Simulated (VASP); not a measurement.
Tl: single point with revPBE+D3(BJ)

Tl:

```
Tl
1.0
    -1.95600    1.95600    1.95600
     1.95600   -1.95600    1.95600
     1.95600    1.95600   -1.95600
Tl
1
Direct
  0.00000 0.00000 0.00000
```

```yaml
Program: VASP 6.6.1
Task: single point
Functional: revPBE
Dispersion: D3(BJ)
Potentials_or_basis: VASP PAW PBE potentials, release 64 (Tl_d)
Cutoff: 500 eV
k_mesh: 10 × 10 × 10
Occupations: methfessel-paxton, width 0.1 eV
Spin: no spin polarisation
```

```
Pressure                   : -0.6 GPa
Dispersion energy per atom : -0.576 eV
```

Levels at points of the mesh, in eV from the Fermi level:
```csv
k point,band 3,band 4,band 5,band 6,band 7,band 8,band 9,band 10
"(0.00, 0.00, 0.00)",-11.59,-11.21,-11.21,-9.66,10.45,10.45,10.45,12.29
"(0.50, 0.00, 0.00)",-11.23,-11.21,-10.95,-4.97,-2.47,5.73,7.09,9.82
"(0.50, 0.50, 0.50)",-11.01,-11.01,-11.01,-1.76,1.53,1.53,1.53,6.43
```

Run time: 33 s on 1 thread of Intel Xeon 8259CL, with other jobs on the host, peak memory 0.17 GiB.

Caveat: the PAW data sets were made with another functional, which shifts forces and pressure a little; spin-orbit coupling is left out, which moves the levels of the heavy elements; pairwise dispersion overbinds metals, which lowers pressure and volume.
